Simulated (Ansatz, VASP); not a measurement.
## One calculation of TaSi2, two programs

INCAR

```
SYSTEM = TaSi2
PREC = Accurate ; ENCUT = 520
EDIFF = 1E-6 ; ISMEAR = 0
SIGMA = 0.15 ; LREAL = .FALSE.
LASPH = .TRUE. ; NELM = 100
ALGO = Normal ; ISIF = 2
LWAVE = .FALSE. ; LCHARG = .FALSE.
GGA = PE ; NBANDS = 38
```

KPOINTS

```
regular mesh
0
G
  9 9 6
  0 0 0
```

Contents of POSCAR:

```
TaSi2
1.0
    4.8060235202      0.0000000000      0.0000000000
   -2.4030117601      4.1621384597      0.0000000000
    0.0000000000      0.0000000000      6.5995345254
Ta Si
3 6
Direct
    0.5000000000      0.0000000000     -0.0981887431
    0.5000000000      0.5000000000      0.6666666667
    0.0000000000      0.5000000000      0.3333333333
    0.1589152396      0.3178304793      0.0000000000
    0.8410847604      0.1589152396      0.6666666667
    0.6821695207      0.8410847604      0.3333333333
    0.8410847604      0.6821695207      0.0000000000
    0.1589152396      0.8410847604      0.6666666667
    0.3178304793      0.1589152396      0.3333333333
```

Input for Ansatz:

```yaml
crystal:
  lattice:
    - [4.8060235202, 0.0, 0.0]
    - [-2.4030117601, 4.1621384597, 0.0]
    - [0.0, 0.0, 6.5995345254]
  atoms:
    - { symbol: Ta, position: [0.5, 0.0, -0.0981887431] }
    - { symbol: Ta, position: [0.5, 0.5, 0.6666666667] }
    - { symbol: Ta, position: [0.0, 0.5, 0.3333333333] }
    - { symbol: Si, position: [0.1589152396, 0.3178304793, 0.0] }
    - { symbol: Si, position: [0.8410847604, 0.1589152396, 0.6666666667] }
    - { symbol: Si, position: [0.6821695207, 0.8410847604, 0.3333333333] }
    - { symbol: Si, position: [0.8410847604, 0.6821695207, 0.0] }
    - { symbol: Si, position: [0.1589152396, 0.8410847604, 0.6666666667] }
    - { symbol: Si, position: [0.3178304793, 0.1589152396, 0.3333333333] }
basis:
  ecutwfc: 420
kpoints:
  mp_grid: { grid: [9, 9, 6] }
hamiltonian:
  xc: pbe
  pseudopotentials: { kind: paw, azcp: { folder: soft_1 } }
scf:
  occupations: { method: gaussian, width: 0.15 }
output:
  forces: true
  stress: true
  eigenvalues: true
  write_density: true
  write_potential: true
  elf: true
  volumetric_format: npy
```

Alike in both runs: task single point; functional PBE; k mesh 9 × 9 × 6; occupations gaussian, width 0.15 eV; no spin polarisation.

|  | VASP | Ansatz |
| --- | --- | --- |
| version | VASP 6.6.1 | Ansatz 0.2.0 |
| potentials or method | VASP PAW PBE potentials, release 64 (Ta_pv, Si), cutoff 520 eV | scalar-relativistic, plane waves, PAW |
| valence electrons in the cell | 57 | 63 |

```csv
,VASP,Ansatz,Ansatz less VASP
gap on the k mesh at the Fermi level (eV),none,none,-
pressure (GPa),15.1,15.0,-0.02
"traceless stress, the component that is largest in VASP (GPa)",12.22,12.25,+0.031
rms of the force components (eV/Å),3.915,3.914,-0.0005
```

Atom by atom the forces differ by 0.003 eV/Å (rms over components). A gap of «none» marks a metal or a gap that the smearing closes. With one functional, cell and mesh, what is left measures potentials, basis and numerics. VASP's potentials hold 57 valence electrons a cell and Ansatz's 63, so a difference there can come from the potentials and not from the codes.

Neither program's run includes spin-orbit coupling.
